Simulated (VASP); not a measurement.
# LiTbH4 (F-43m) in VASP: a series of runs, part 3 of 3

VASP 6.6.1.

## 5. Relaxation of cell and atoms, PBE

This run uses another cell than the first one, of 10.31 Å³/atom.

Contents of INCAR:

```
SYSTEM = LiTbH4
ALGO = Normal
EDIFF = 1E-7
EDIFFG = -0.04
ENCUT = 750
GGA = PE
GGA_COMPAT = .False.
IBRION = 2
ISIF = 3
ISMEAR = 0
LASPH = .True.
LCHARG = .False.
LMAXMIX = 6
LREAL = .False.
LWAVE = .False.
NELM = 200
NELMIN = 4
NSW = 90
PREC = Accurate
SIGMA = 0.1
```

Contents of KPOINTS:

```
k-points
0
Gamma
  6 6 6
  0 0 0
```

Contents of POSCAR:

```
LiTbH4
1.0
    0.0000000000      3.1391950800      3.1391950800
    3.1391950800      0.0000000000      3.1391950800
    3.1391950800      3.1391950800      0.0000000000
Li Tb H
1 1 4
Direct
    0.7500000000      0.7500000000      0.7500000000
    0.0000000000      0.0000000000      0.0000000000
    0.8714018200      0.3761993900      0.3761993900
    0.3761993900      0.3761993900      0.3761993900
    0.3761993900      0.8714018200      0.3761993900
    0.3761993900      0.3761993900      0.8714018200
```

Potentials or basis: VASP PAW PBE potentials, release 64 (Li_sv, Tb_3, H), 4f in core.

On the command line:

```
> cat potpaw_PBE.64/Li_sv/POTCAR potpaw_PBE.64/Tb_3/POTCAR potpaw_PBE.64/H/POTCAR > POTCAR
> mpirun -np 1 vasp_std > vasp.out
```

OUTCAR:

```text
SYSTEM = LiTbH4
   EDIFF = 1E-7
   EDIFFG = -0.04
   ENCUT = 750
   GGA = PE
   IBRION = 2
   ISIF = 3
   ISMEAR = 0
   LASPH = .True.
   LREAL = .False.
   NELM = 200
   NELMIN = 4
   NSW = 90
   PREC = Accurate

 ion  position               nearest neighbor table
   1  0.750  0.750  0.750-   2 2.72   2 2.72   2 2.72   2 2.72
   2  0.000  0.000  0.000-   1 2.72   1 2.72   1 2.72   1 2.72
   3  0.871  0.376  0.376-
   4  0.376  0.376  0.376-
   5  0.376  0.871  0.376-
   6  0.376  0.376  0.871-

  LATTYP: Found a face centered cubic cell.
 ALAT       =     6.2783901600

  Lattice vectors:

 A1 = (   0.0000000000,   3.1391950800,   3.1391950800)
 A2 = (   3.1391950800,   0.0000000000,   3.1391950800)
 A3 = (   3.1391950800,   3.1391950800,   0.0000000000)

Analysis of symmetry for initial positions (statically):
=====================================================================
 Subroutine PRICEL returns:
 Original cell was already a primitive cell.

 Routine SETGRP: Setting up the symmetry group for a
 face centered cubic supercell.

 Subroutine GETGRP returns: Found 24 space group operations
 (whereof 24 operations were pure point group operations)
 out of a pool of 48 trial point group operations.

The static configuration has the point symmetry T_d .

Analysis of symmetry for dynamics (positions and initial velocities):
=====================================================================
 Subroutine PRICEL returns:
 Original cell was already a primitive cell.

 Routine SETGRP: Setting up the symmetry group for a
 face centered cubic supercell.

 Subroutine GETGRP returns: Found 24 space group operations
 (whereof 24 operations were pure point group operations)
 out of a pool of 48 trial point group operations.

The dynamic configuration has the point symmetry T_d .

 Subroutine INISYM returns: Found 24 space group operations
 (whereof 24 operations are pure point group operations),
 and found     1 'primitive' translations

----------------------------------------------------------------------------------------

                                     Primitive cell

  volume of cell :      61.8707

  direct lattice vectors                    reciprocal lattice vectors
     0.000000000  3.139195080  3.139195080    -0.159276498  0.159276498  0.159276498
     3.139195080  0.000000000  3.139195080     0.159276498 -0.159276498  0.159276498
     3.139195080  3.139195080  0.000000000     0.159276498  0.159276498 -0.159276498

  length of vectors
     4.439492257  4.439492257  4.439492257     0.275874988  0.275874988  0.275874988

  position of ions in fractional coordinates (direct lattice)
     0.750000000  0.750000000  0.750000000
     0.000000000  0.000000000  0.000000000
     0.871401820  0.376199390  0.376199390
     0.376199390  0.376199390  0.376199390
     0.376199390  0.871401820  0.376199390
     0.376199390  0.376199390  0.871401820

  ion indices of the primitive-cell ions
   primitive index   ion index
                 1           1
                 2           2
                 3           3
                 4           4
                 5           5
                 6           6

----------------------------------------------------------------------------------------

 KPOINTS: k-points

Automatic generation of k-mesh.
 Grid dimensions read from file:
 generate k-points for:    6    6    6

 Generating k-lattice:

  Cartesian coordinates                     Fractional coordinates (reciprocal lattice)
    -0.026546083  0.026546083  0.026546083     0.166666667  0.000000000  0.000000000
     0.026546083 -0.026546083  0.026546083     0.000000000  0.166666667  0.000000000
     0.026546083  0.026546083 -0.026546083     0.000000000  0.000000000  0.166666667

  Length of vectors
     0.045979165  0.045979165  0.045979165

  Shift w.r.t. Gamma in fractional coordinates (k-lattice)
     0.000000000  0.000000000  0.000000000

 Subroutine IBZKPT returns following result:
 ===========================================

 Found     16 irreducible k-points:

 Following reciprocal coordinates:
            Coordinates               Weight
  0.000000  0.000000  0.000000      1.000000
  0.166667  0.000000  0.000000      8.000000
  0.333333  0.000000  0.000000      8.000000
  0.500000  0.000000  0.000000      4.000000
  0.166667  0.166667  0.000000      6.000000
  0.333333  0.166667  0.000000     24.000000
[... 8 lines left out ...]
 -0.333333  0.333333  0.166667     24.000000
 -0.333333  0.500000  0.166667     12.000000
   k-points           NKPTS =     16   k-points in BZ     NKDIM =     16   number of bands    NBANDS=     12
   number of dos      NEDOS =    301   number of ions     NIONS =      6
   total plane-waves  NPLWV =  64000
   dimension x,y,z NGX =    40 NGY =   40 NGZ =   40
   dimension x,y,z NGXF=    80 NGYF=   80 NGZF=   80
   ions per type =               1   1   4
   NGX,Y,Z   is equivalent  to a cutoff of  14.98, 14.98, 14.98 a.u.
   NGXF,Y,Z  is equivalent  to a cutoff of  29.96, 29.96, 29.96 a.u.
 SYSTEM =  LiTbH4
   PREC   = accura    normal or accurate (medium, high low for compatibility)
   ISTART =      0    job   : 0-new  1-cont  2-samecut
   ICHARG =      2    charge: 1-file 2-atom 10-const
   ISPIN  =      1    spin polarized calculation?
   LNONCOLLINEAR =      F non collinear calculations
   LSORBIT =      F    spin-orbit coupling
   LASPH  =      T    aspherical Exc in radial PAW
   ENCUT  =  750.0 eV  55.12 Ry    7.42 a.u.   9.91  9.91  9.91*2*pi/ulx,y,z
   NELM   =    200;   NELMIN=  4; NELMDL= -5     # of ELM steps
   EDIFF  = 0.1E-06   stopping-criterion for ELM
   LREAL  =      F    real-space projection
   EDIFFG = -.4E-01   stopping-criterion for IOM
   NSW    =     90    number of steps for IOM
   IBRION =      2    ionic relax: 0-MD 1-quasi-New 2-CG
   NFREE  =      1    steps in history (QN), initial steepest desc. (CG)
   ISIF   =      3    stress and relaxation
   ISYM   =      2    0-nonsym 1-usesym 2-fastsym
   POTIM  = 0.5000    time-step for ionic-motion
   TEBEG  =    0.0;   TEEND  =   0.0 temperature during run
   PSTRESS=    0.0 pullay stress
   NELECT =      16.0000    total number of electrons
   NUPDOWN=      -1.0000    fix difference up-down
   EMIN   =  10.00;   EMAX   =-10.00  energy-range for DOS
   EFERMI =   0.00;   METHOD = LEGACY
   ISMEAR =     0;   SIGMA  =   0.10  broadening in eV -4-tet -1-fermi 0-gaus
   EFERMI_NEDOS =   21; number of points for ismear=-14 and -15
   IALGO  =     38    algorithm
   IMIX   =      4    mixing-type and parameters
     AMIX     =   0.40;   BMIX     =  1.00
     AMIX_MAG =   1.60;   BMIX_MAG =  1.00
  volume/ion in A,a.u.               =      10.31        69.59
  Fermi-wavevector in a.u.,A,eV,Ry     =   1.043005  1.970994 14.801235  1.087860
  Thomas-Fermi vector in A             =   2.177696
   LORBIT       =      0    0 simple, 1 ext, 2 COOP (PROOUT), +10 PAW based schemes
   GGA     = PE    functional components
   LHFCALC =     F    Hartree Fock is set to
   AEXX    =    0.0000 exact exchange contribution
   IVDW    =     0    specifies the selected vdW correction
   LEPSILON=     F    determine dielectric tensor
   LRPA    =     F    only Hartree local field effects (RPA)
 conjugate gradient relaxation of ions
 non-spin polarized calculation
 Gauss-broadening in eV      SIGMA  =   0.10
  energy-cutoff  :      750.00
  volume of cell :       61.87
 maximum number of plane-waves:      2899
   NGX = 19   NGY = 19   NGZ = 19

--------------------------------------- Ionic step        1  -------------------------------------------

 number of electron      15.9999999 magnetization

 Free energy of the ion-electron system (eV)
  ---------------------------------------------------
  ext. energy  EPLUGINS =         0.00000000
  ---------------------------------------------------
  free energy    TOTEN  =       -18.20641879 eV

  energy without entropy =      -18.20641868  energy(sigma->0) =      -18.20641874

 E-fermi :   1.4380     XC(G=0):  -9.3961

 val. band max:        1.1173195918   @ k =   0.5000   0.5000   0.0000
 cond. band min:       1.7586599334   @ k =   0.3333   0.3333   0.0000
 fundamental gap:      0.6413403416
 Fermi energy:         1.4379844006

 k-point     1 :       0.0000    0.0000    0.0000
  band No.  band energies     occupation
      1     -45.6166      2.00000
      2     -21.1272      2.00000
      3     -21.1272      2.00000
      4     -21.1272      2.00000
      5      -5.5331      2.00000
      6       0.8579      2.00000
      7       0.8579      2.00000
      8       0.8579      2.00000
      9       3.9454      0.00000
     10       3.9455      0.00000
     11       4.0528      0.00000
     12       4.0528      0.00000
[... 667 lines left out ...]
  energy  without entropy=      -18.4712947363  energy(sigma->0) =      -18.47129488

--------------------------------------- Ionic step        6  -------------------------------------------

 number of electron      16.0000000 magnetization

 Free energy of the ion-electron system (eV)
  ---------------------------------------------------
  ext. energy  EPLUGINS =         0.00000000
  ---------------------------------------------------
  free energy    TOTEN  =       -18.47175332 eV

  energy without entropy =      -18.47175303  energy(sigma->0) =      -18.47175317

 E-fermi :   2.3347     XC(G=0): -10.0205

 val. band max:        2.0297506249   @ k =   0.5000   0.5000   0.0000
 cond. band min:       2.6397093719   @ k =   0.3333   0.3333   0.0000
 fundamental gap:      0.6099587470
 Fermi energy:         2.3347295116

 k-point     1 :       0.0000    0.0000    0.0000
  band No.  band energies     occupation
      1     -44.8689      2.00000
      2     -19.8282      2.00000
      3     -19.8282      2.00000
      4     -19.8282      2.00000
      5      -5.4977      2.00000
      6       1.4870      2.00000
      7       1.4870      2.00000
      8       1.4870      2.00000
      9       5.0113      0.00000
     10       5.0113      0.00000
     11       5.1535      0.00000
     12       5.1535      0.00000
[... 256 lines left out ...]
  FREE ENERGIE OF THE ION-ELECTRON SYSTEM (eV)
  ---------------------------------------------------
  free  energy   TOTEN  =       -18.4717533179 eV

  energy  without entropy=      -18.4717530317  energy(sigma->0) =      -18.47175317

 reached required accuracy - stopping structural energy minimisation
```

Run time: 3 min. Hardware: 1 thread of Intel Xeon Platinum 8375C at 2.90GHz (Ice Lake), shared host; peak memory 0.27 GiB.

What came out:

```yaml
Free_energy: -18.4718 eV
Relaxed_volume: 8.76 Å³/atom
Relaxed_cell: a = 4.205 Å, b = 4.205 Å, c = 4.205 Å, α = 60.00°, β = 60.00°, γ = 60.00°
Space_group_after_relaxing_to_0.1_Å: F-43m (No. 216)
Energy_gained_by_relaxing: 44.2 meV/atom
Ionic_steps: 6
Pressure_after_relaxing: -0.1 GPa
Largest_force_after_relaxing: 0.039 eV/Å
Band_gap_on_the_k_mesh: 0.61 eV (least direct gap 0.86 eV)
```

Forces in eV/Å, atoms in the order of the input:
```
Li   0.000  0.000  0.000
Tb   0.000  0.000  0.000
H   -0.022  0.022  0.022
H   -0.022 -0.022 -0.022
H    0.022 -0.022  0.022
H    0.022  0.022 -0.022
```

The path:
| step | energy change (eV) | largest force (eV/Å) | pressure (GPa) | volume (Å³) |
| --- | --- | --- | --- | --- |
| 1 | 0.0000 | 0.1262 | -7.82 | 61.87 |
| 2 | -0.1804 | 0.0941 | -4.94 | 57.47 |
| 3 | -0.2626 | 0.0544 | -0.88 | 53.22 |
| 4 | -0.2649 | 0.0451 | 0.14 | 52.37 |
| 5 | -0.2649 | 0.0471 | -0.08 | 52.55 |
| 6 | -0.2653 | 0.0385 | -0.09 | 52.56 |

Final structure:
```xyz
6
Lattice="0.0000 2.9731 2.9731 2.9731 0.0000 2.9731 2.9731 2.9731 0.0000" Properties=species:S:1:pos:R:3 pbc="T T T"
Li    4.4597    4.4597    4.4597
Tb    0.0000    0.0000    0.0000
H     2.2280    3.7182    3.7182
H     2.2280    2.2280    2.2280
H     3.7182    2.2280    3.7182
H     3.7182    3.7182    2.2280
```

Levels at points of the mesh, in eV from the valence-band top:
```tsv
k point	band 5	band 6	band 7	band 8	band 9	band 10	band 11	band 12
(0.00, 0.00, 0.00)	-7.53	-0.54	-0.54	-0.54	2.98	2.98	3.12	3.12
(0.50, 0.00, 0.00)	-5.31	-3.54	-1.09	-1.09	3.59	3.59	4.29	4.43
(0.50, 0.50, 0.00)	-5.08	-3.91	0.00	0.00	0.86	4.08	4.17	4.17
```

Caveat: the volume moved by over 15 % at a fixed basis, so the end points are rough; spin-orbit coupling is left out, which moves the levels of the heavy elements; the 4f electrons are frozen in the core, so they carry no moment and show no levels.

## 6. Summary

```tsv
task	cell	k mesh	smearing	gap on the mesh (eV)	pressure (GPa)	largest force (eV/Å)
single point	a = 4.200 Å, angles 60.0°, 6 atoms, atomic positions A	6 × 6 × 6	gaussian 0.1 eV	0.61	0.2	-
single point	a = 4.439 Å, angles 60.0°, 6 atoms, atomic positions B	6 × 6 × 6	gaussian 0.1 eV	0.64	-7.8	0.13
single point	a = 4.204 Å, angles 60.0°, 6 atoms, atomic positions A	8 × 8 × 8	gaussian 0.02 eV	0.65	0.0	-
relaxation of cell and atoms	relaxed from a = 4.439 Å, angles 60.0°, 6 atoms, atomic positions B	6 × 6 × 6	gaussian 0.1 eV	0.61	-0.1	0.04
```

Alike in all rows: level PBE; potentials or basis VASP PAW PBE potentials, release 64 (Li_sv, Tb_3, H), 4f in core; no spin polarisation; cutoff (eV) 750.

Caveats: spin-orbit coupling is left out, which moves the levels of the heavy elements; the 4f electrons are frozen in the core, so they carry no moment and show no levels; the cell stands under tension (at least some runs); the volume moved by over 15 % at a fixed basis, so the end points are rough (at least some runs).

Total energies depend on the potentials used, so only differences within one code and one set of settings carry meaning.
